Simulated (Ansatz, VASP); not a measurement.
Two plane-wave programs on HfSi2

```
CELL_PARAMETERS angstrom
1.84132 -7.29645 0.00000
1.84132 7.29645 0.00000
0.00000 0.00000 3.65907
ATOMIC_POSITIONS crystal
Hf 0.60547 0.39453 0.25000
Hf 0.39453 0.60547 0.75000
Si 0.94576 0.05424 0.25000
Si 0.05424 0.94576 0.75000
Si 0.24970 0.75030 0.25000
Si 0.75030 0.24970 0.75000
```

Alike in both runs: functional PBE; k mesh 10 × 10 × 10; occupations gaussian, width 0.1 eV; no spin polarisation.

Ansatz relaxed the structure, and its values are those at the end. VASP's run is a single point on that final structure, the one shown.

|  | VASP | Ansatz |
| --- | --- | --- |
| version | VASP 6.6.1 | Ansatz 0.2.0 |
| potentials or method | VASP PAW PBE potentials, release 64 (Hf_pv, Si), cutoff 500 eV | scalar-relativistic, plane waves, PAW |
| valence electrons in the cell | 36 | 68 |

Ansatz gave:

- gap on the k mesh at the Fermi level (eV): none
- pressure (GPa): 0.0
- rms of the force components (eV/Å): 0.001

Problem. Which values does VASP return?

Solution. gap on the k mesh at the Fermi level (eV): none; pressure (GPa): 0.0; rms of the force components (eV/Å): 0.006.

A gap of «none» marks a metal or a gap that the smearing closes. The functional is the same, so the differences come from potentials, cutoffs and numerics. VASP's potentials hold 36 valence electrons a cell and Ansatz's 68, so a difference there can come from the potentials and not from the codes.

Neither program's run includes spin-orbit coupling.
